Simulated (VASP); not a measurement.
Runs of VASP 6.6.1 on Se. The structure is trigonal, space group R-3m (No. 166). Conventional cell: a = 3.850 Å, b = 3.850 Å, c = 2.645 Å, α = 90.00°, β = 90.00°, γ = 120.00°. Within 3.2 Å of Se (site symmetry -3m) lie 14 Se at 2.39 to 2.84 Å. 

| level | gap on the mesh (eV) | pressure (GPa) |
| --- | --- | --- |
| PBE | none | 160.6 |
| PBEsol | none | (a) |
| r2SCAN | none | 161.9 |
| revPBE | none | 162.6 |

Alike in all rows: task single point; potentials or basis VASP PAW PBE potentials, release 64 (Se); no spin polarisation; cell as given; k mesh 14 × 14 × 14; cutoff (eV) 520; smearing methfessel-paxton 0.05 eV.

Problem. Fill in the values left out.

Solution. (a) 151.8.

Caveats: the PAW data sets were made with another functional, which shifts forces and pressure a little (some runs).

A k mesh can miss the band edges, and the runs leave out spin-orbit coupling on Se.

A gap of «none» marks levels without a gap at the run's occupations.
